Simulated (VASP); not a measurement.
# As (P2_13) in VASP: single point with PBE

Aim: the single point of As with PBE.

Program: VASP 6.6.1. These are calculated values, not measurements. Logs are shortened: lines on timing, memory, paths and dates and some standing lists are left out, and cuts for length are marked.

### 1 The cell of the first run

Symmetry: P2_13, No. 198, cubic system. The conventional cell has a = 8.013 Å, b = 8.013 Å, c = 8.013 Å, α = 90.00°, β = 90.00°, γ = 90.00°.

### 2 Single point, PBE (N replaced by As, lengths x 1.406, strained)

The input, INCAR:

```
SYSTEM = As
PREC = Accurate
ENCUT = 520
EDIFF = 1E-7
ISMEAR = 0
SIGMA = 0.1
LREAL = .False.
LASPH = .True.
NELM = 60
ALGO = Normal
ISIF = 2
LWAVE = .False.
LCHARG = .False.
GGA = PE
NBANDS = 18
```

The input, KPOINTS:

```
regular mesh
0
Gamma
  6 6 6
  0 0 0
```

The input, POSCAR:

```
As
1.0
    8.0130008398      0.0000000000      0.0000000000
    0.0000000000      8.0130008398      0.0000000000
    0.0000000000      0.0000000000      8.0130008398
As
4
Direct
    0.0044490056      0.0044490056      0.0044490056
    0.4955509944      0.9955509944      0.5044490056
    0.5044490056      0.4955509944      0.9955509944
    0.9955509944      0.5044490056      0.4955509944
```

Potentials or basis: VASP PAW PBE potentials, release 64 (As).

Run with:

```bash
> cat potpaw_PBE.64/As/POTCAR > POTCAR
> mpirun -np 1 vasp_std > vasp.out
```

OUTCAR:

```text
SYSTEM = As
   PREC = Accurate
   ENCUT = 520
   EDIFF = 1E-7
   ISMEAR = 0
   LREAL = .False.
   LASPH = .True.
   NELM = 60
   ISIF = 2
   GGA = PE

 ion  position               nearest neighbor table
   1  0.004  0.004  0.004-
   2  0.496  0.996  0.504-
   3  0.504  0.496  0.996-
   4  0.996  0.504  0.496-

  LATTYP: Found a simple cubic cell.
 ALAT       =     8.0130008398

  Lattice vectors:

 A1 = (   8.0130008398,   0.0000000000,   0.0000000000)
 A2 = (   0.0000000000,   8.0130008398,   0.0000000000)
 A3 = (   0.0000000000,   0.0000000000,   8.0130008398)

Analysis of symmetry for initial positions (statically):
=====================================================================
 Subroutine PRICEL returns:
 Original cell was already a primitive cell.

 Routine SETGRP: Setting up the symmetry group for a
 simple cubic supercell.

 Subroutine GETGRP returns: Found 12 space group operations
 (whereof  3 operations were pure point group operations)
 out of a pool of 48 trial point group operations.

The static configuration has the point symmetry C_3 .
 The point group associated with its full space group is T   .

Analysis of symmetry for dynamics (positions and initial velocities):
=====================================================================
 Subroutine PRICEL returns:
 Original cell was already a primitive cell.

 Routine SETGRP: Setting up the symmetry group for a
 simple cubic supercell.

 Subroutine GETGRP returns: Found 12 space group operations
 (whereof  3 operations were pure point group operations)
 out of a pool of 48 trial point group operations.

The dynamic configuration has the point symmetry C_3 .
 The point group associated with its full space group is T   .

 Subroutine INISYM returns: Found 12 space group operations
 (whereof  3 operations are pure point group operations),
 and found     1 'primitive' translations

----------------------------------------------------------------------------------------

                                     Primitive cell

  volume of cell :     514.5002

  direct lattice vectors                    reciprocal lattice vectors
     8.013000840  0.000000000  0.000000000     0.124797191  0.000000000  0.000000000
     0.000000000  8.013000840  0.000000000     0.000000000  0.124797191  0.000000000
     0.000000000  0.000000000  8.013000840     0.000000000  0.000000000  0.124797191

  length of vectors
     8.013000840  8.013000840  8.013000840     0.124797191  0.124797191  0.124797191

  position of ions in fractional coordinates (direct lattice)
     0.004449006  0.004449006  0.004449006
     0.495550994  0.995550994  0.504449006
     0.504449006  0.495550994  0.995550994
     0.995550994  0.504449006  0.495550994

  ion indices of the primitive-cell ions
   primitive index   ion index
                 1           1
                 2           2
                 3           3
                 4           4

----------------------------------------------------------------------------------------

 KPOINTS: regular mesh

Automatic generation of k-mesh.
 Grid dimensions read from file:
 generate k-points for:    6    6    6

 Generating k-lattice:

  Cartesian coordinates                     Fractional coordinates (reciprocal lattice)
     0.020799532  0.000000000  0.000000000     0.166666667  0.000000000  0.000000000
     0.000000000  0.020799532  0.000000000     0.000000000  0.166666667  0.000000000
     0.000000000  0.000000000  0.020799532     0.000000000  0.000000000  0.166666667

  Length of vectors
     0.020799532  0.020799532  0.020799532

  Shift w.r.t. Gamma in fractional coordinates (k-lattice)
     0.000000000  0.000000000  0.000000000

 Subroutine IBZKPT returns following result:
 ===========================================

 Found     24 irreducible k-points:

 Following reciprocal coordinates:
            Coordinates               Weight
  0.000000  0.000000  0.000000      1.000000
  0.166667  0.000000  0.000000      6.000000
  0.333333  0.000000  0.000000      6.000000
  0.500000  0.000000  0.000000      3.000000
  0.166667  0.166667  0.000000     12.000000
  0.333333  0.166667  0.000000     12.000000
[... 16 lines left out ...]
  0.500000  0.500000  0.333333      6.000000
  0.500000  0.500000  0.500000      1.000000
   k-points           NKPTS =     24   k-points in BZ     NKDIM =     24   number of bands    NBANDS=     18
   number of dos      NEDOS =    301   number of ions     NIONS =      4
   total plane-waves  NPLWV = 216000
   dimension x,y,z NGX =    60 NGY =   60 NGZ =   60
   dimension x,y,z NGXF=   120 NGYF=  120 NGZF=  120
   ions per type =               4
   NGX,Y,Z   is equivalent  to a cutoff of  12.45, 12.45, 12.45 a.u.
   NGXF,Y,Z  is equivalent  to a cutoff of  24.90, 24.90, 24.90 a.u.
 SYSTEM =  As
   PREC   = accura    normal or accurate (medium, high low for compatibility)
   ISTART =      0    job   : 0-new  1-cont  2-samecut
   ICHARG =      2    charge: 1-file 2-atom 10-const
   ISPIN  =      1    spin polarized calculation?
   LNONCOLLINEAR =      F non collinear calculations
   LSORBIT =      F    spin-orbit coupling
   LASPH  =      T    aspherical Exc in radial PAW
   ENCUT  =  520.0 eV  38.22 Ry    6.18 a.u.  14.90 14.90 14.90*2*pi/ulx,y,z
   NELM   =     60;   NELMIN=  2; NELMDL= -5     # of ELM steps
   EDIFF  = 0.1E-06   stopping-criterion for ELM
   LREAL  =      F    real-space projection
   EDIFFG = 0.1E-05   stopping-criterion for IOM
   NSW    =      0    number of steps for IOM
   IBRION =     -1    ionic relax: 0-MD 1-quasi-New 2-CG
   NFREE  =      0    steps in history (QN), initial steepest desc. (CG)
   ISIF   =      2    stress and relaxation
   ISYM   =      2    0-nonsym 1-usesym 2-fastsym
   POTIM  = 0.5000    time-step for ionic-motion
   TEBEG  =    0.0;   TEEND  =   0.0 temperature during run
   PSTRESS=    0.0 pullay stress
   NELECT =      20.0000    total number of electrons
   NUPDOWN=      -1.0000    fix difference up-down
   EMIN   =  10.00;   EMAX   =-10.00  energy-range for DOS
   EFERMI =   0.00;   METHOD = LEGACY
   ISMEAR =     0;   SIGMA  =   0.10  broadening in eV -4-tet -1-fermi 0-gaus
   EFERMI_NEDOS =   21; number of points for ismear=-14 and -15
   IALGO  =     38    algorithm
   IMIX   =      4    mixing-type and parameters
     AMIX     =   0.40;   BMIX     =  1.00
     AMIX_MAG =   1.60;   BMIX_MAG =  1.00
  volume/ion in A,a.u.               =     128.63       868.00
  Fermi-wavevector in a.u.,A,eV,Ry     =   0.554570  1.047985  4.184442  0.307548
  Thomas-Fermi vector in A             =   1.587933
   LORBIT       =      0    0 simple, 1 ext, 2 COOP (PROOUT), +10 PAW based schemes
   GGA     = PE    functional components
   LHFCALC =     F    Hartree Fock is set to
   AEXX    =    0.0000 exact exchange contribution
   IVDW    =     0    specifies the selected vdW correction
   LEPSILON=     F    determine dielectric tensor
   LRPA    =     F    only Hartree local field effects (RPA)
 non-spin polarized calculation
 Gauss-broadening in eV      SIGMA  =   0.10
  energy-cutoff  :      520.00
  volume of cell :      514.50
 maximum number of plane-waves:     13892
   NGX = 29   NGY = 29   NGZ = 29

 number of electron      19.9999995 magnetization

 Free energy of the ion-electron system (eV)
  ---------------------------------------------------
  ext. energy  EPLUGINS =         0.00000000
  ---------------------------------------------------
  free energy    TOTEN  =        -1.75285957 eV

  energy without entropy =       -1.49565615  energy(sigma->0) =       -1.62425786

 E-fermi :  -3.6346     XC(G=0):  -4.0371

 val. band max:       -3.6405175970   @ k =   0.3333   0.3333   0.0000
 cond. band min:      -3.6336631954   @ k =   0.1667   0.1667   0.0000
 fundamental gap:      0.0068544016
 Fermi energy:        -3.6346136473

 k-point     1 :       0.0000    0.0000    0.0000
  band No.  band energies     occupation
      1     -13.0539      2.00000
      2     -13.0128      2.00000
      3     -13.0128      2.00000
      4     -13.0128      2.00000
      5      -3.9287      1.99997
      6      -3.9287      1.99997
[... 10 lines left out ...]
     17       0.0897      0.00000
     18       1.8731      0.00000

 k-point     2 :       0.1667    0.0000    0.0000
  band No.  band energies     occupation
      1     -13.0512      2.00000
      2     -13.0157      2.00000
      3     -13.0128      2.00000
      4     -13.0127      2.00000
      5      -3.9099      1.99990
      6      -3.9098      1.99990
[... 10 lines left out ...]
     17       0.2177      0.00000
     18       1.8090      0.00000

 k-point     3 :       0.3333    0.0000    0.0000
  band No.  band energies     occupation
      1     -13.0437      2.00000
      2     -13.0232      2.00000
      3     -13.0127      2.00000
      4     -13.0127      2.00000
      5      -3.8569      1.99833
      6      -3.8566      1.99830
[... 10 lines left out ...]
     17       0.5666      0.00000
     18       1.5260      0.00000

 k-point     4 :       0.5000    0.0000    0.0000
  band No.  band energies     occupation
      1     -13.0335      2.00000
      2     -13.0335      2.00000
      3     -13.0127      2.00000
      4     -13.0127      2.00000
      5      -3.7818      1.96266
      6      -3.7818      1.96266
[... 375 lines left out ...]
      4     -13.0203      2.00000
      5      -3.9404      1.99998
      6      -3.9404      1.99998
[... 10 lines left out ...]
     17       1.5033      0.00000
     18       1.5033      0.00000

 k-point    23 :       0.5000    0.5000    0.3333
  band No.  band energies     occupation
      1     -13.0234      2.00000
      2     -13.0234      2.00000
      3     -13.0224      2.00000
      4     -13.0224      2.00000
      5      -3.9523      1.99999
      6      -3.9523      1.99999
[... 10 lines left out ...]
     17       1.6610      0.00000
     18       1.6670      0.00000

 k-point    24 :       0.5000    0.5000    0.5000
  band No.  band energies     occupation
      1     -13.0229      2.00000
      2     -13.0229      2.00000
      3     -13.0229      2.00000
      4     -13.0229      2.00000
      5      -3.9752      2.00000
      6      -3.9752      2.00000
[... 10 lines left out ...]
     17       1.6358      0.00000
     18       1.6358      0.00000

------------------------ aborting loop because EDIFF is reached ----------------------------------------

  FORCE on cell =-STRESS in cart. coord.  units (eV):
  Direction    XX          YY          ZZ          XY          YZ          ZX
  --------------------------------------------------------------------------------------
  -------------------------------------------------------------------------------------
  Total       -3.1234689     -3.1234689     -3.1234689     -0.0000000      0.0000000      0.0000000
  in kB       -9.7266255     -9.7266255     -9.7266255     -0.0000000      0.0000000      0.0000000
  external PRESSURE =      -9.7266255 kB  Pullay stress =       0.0000000 kB

 VOLUME and BASIS-vectors are now :
 -----------------------------------------------------------------------------
  energy-cutoff  :      520.00
  volume of cell :      514.50
      direct lattice vectors                 reciprocal lattice vectors
     8.013000840  0.000000000  0.000000000     0.124797191  0.000000000  0.000000000
     0.000000000  8.013000840  0.000000000     0.000000000  0.124797191  0.000000000
     0.000000000  0.000000000  8.013000840     0.000000000  0.000000000  0.124797191

 POSITION                                       TOTAL-FORCE (eV/Angst)
 -----------------------------------------------------------------------------------
      0.03565      0.03565      0.03565         0.022438      0.022438      0.022438
      3.97085      7.97735      4.04215        -0.022438     -0.022438      0.022438
      4.04215      3.97085      7.97735         0.022438     -0.022438     -0.022438
      7.97735      4.04215      3.97085        -0.022438      0.022438     -0.022438
 -----------------------------------------------------------------------------------
    total drift:                                0.000000     -0.000000      0.000000

  FREE ENERGIE OF THE ION-ELECTRON SYSTEM (eV)
  ---------------------------------------------------
  free  energy   TOTEN  =        -1.7528595663 eV

  energy  without entropy=       -1.4956561481  energy(sigma->0) =       -1.62425786
```

Wall time 2.4 min (1 thread of Intel Xeon Platinum 8259CL at 2.50GHz (Skylake/Cascade Lake), shared host); peak memory 0.57 GiB.

What came out:

```
Free energy            : -1.7529 eV
Pressure               : -1.0 GPa
Largest force          : 0.039 eV/Å
Band gap on the k mesh : zero (band 10 reaches -3.50 eV, above the bottom of band 11 at -3.65 eV)
```

Forces in eV/Å, atoms in the order of the input:
```
As   0.022  0.022  0.022
As  -0.022 -0.022  0.022
As   0.022 -0.022 -0.022
As  -0.022  0.022 -0.022
```

Levels at points of the mesh, in eV from the Fermi level:
| k point | band 8 | band 9 | band 10 | band 11 | band 12 | band 13 |
| --- | --- | --- | --- | --- | --- | --- |
| (0.00, 0.00, 0.00) | 0.02 | 0.02 | 0.02 | 0.02 | 0.02 | 0.02 |
| (0.50, 0.00, 0.00) | -0.15 | -0.09 | -0.09 | 0.00 | 0.00 | 0.10 |
| (0.50, 0.50, 0.00) | -0.20 | -0.04 | -0.04 | -0.01 | -0.01 | 0.13 |
| (0.50, 0.50, 0.50) | -0.34 | 0.13 | 0.13 | 0.13 | 0.13 | 0.13 |

Caveat: the cell differs from its parent crystal (N replaced by As, lengths x 1.406, strained).
